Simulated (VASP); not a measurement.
Input of a VASP 6.6.1 run:

The input INCAR:

```
ALGO     = Normal         # electronic algorithm
EDIFF    = 1E-8           # SCF threshold, eV
ENCUT    = 600            # plane-wave cutoff, eV
GGA      = PS             # functional
GGA_COMPAT= F            
IBRION   = 8              # ionic algorithm
ISIF     = 2              # what is computed and relaxed
ISMEAR   = 0              # smearing method
LASPH    = T              # aspherical terms in the spheres
LCHARG   = F              # write CHGCAR
LEPSILON = T              # dielectric tensor by DFPT
LREAL    = F              # projectors in reciprocal space
LWAVE    = F              # write WAVECAR
NBANDS   = 33             # bands
NELM     = 120            # most SCF steps
NSW      = 1              # ionic steps
PREC     = Accurate       # precision mode
SIGMA    = 0.01           # smearing width, eV
```

File KPOINTS:

```
k-points
0
Gamma
  6 6 4
```

File POSCAR:

```
ZrO2
1.0
    3.5844768324      0.0000000000      0.0000000000
    0.0000000000      3.5844768324      0.0000000000
    0.0000000000      0.0000000000      5.1771664711
Zr O
2 4
Direct
    0.0000000000      0.0000000000      0.0000000000
    0.5000000000      0.5000000000      0.5000000000
    0.0000000000      0.5000000000      0.2014759672
    0.0000000000      0.5000000000      0.7014759672
    0.5000000000      0.0000000000      0.2985240328
    0.5000000000      0.0000000000      0.7985240328
```

Potentials or basis: VASP PAW PBE potentials, release 64 (Zr_sv, O).

Command:

```sh
$ cat potpaw_PBE.64/Zr_sv/POTCAR potpaw_PBE.64/O/POTCAR > POTCAR
$ mpirun -np 1 vasp_std > vasp.out
```

Question: Estimate the electronic dielectric tensor (diagonal).

Answer: 5.79, 5.79, 5.18.

Question: Estimate the Born charges (mean of the diagonal).

Answer: Zr +5.49; O -2.75 e.

Question: Predict the highest phonon frequency at Γ, LO-TO splitting left out.

Answer: 641 cm⁻¹.

Born effective charge tensors (e):
atom 1, Zr
```
5.76 0.00 0.00
0.00 5.76 0.00
0.00 0.00 4.96
```
atom 2, Zr
```
5.76 0.00 0.00
0.00 5.76 0.00
0.00 0.00 4.96
```
atom 3, O
```
-2.12  0.00  0.00
 0.00 -3.64  0.00
 0.00  0.00 -2.48
```
atom 4, O
```
-3.64  0.00  0.00
 0.00 -2.12  0.00
 0.00  0.00 -2.48
```
atom 5, O
```
-2.12  0.00  0.00
 0.00 -3.64  0.00
 0.00  0.00 -2.48
```
atom 6, O
```
-3.64  0.00  0.00
 0.00 -2.12  0.00
 0.00  0.00 -2.48
```
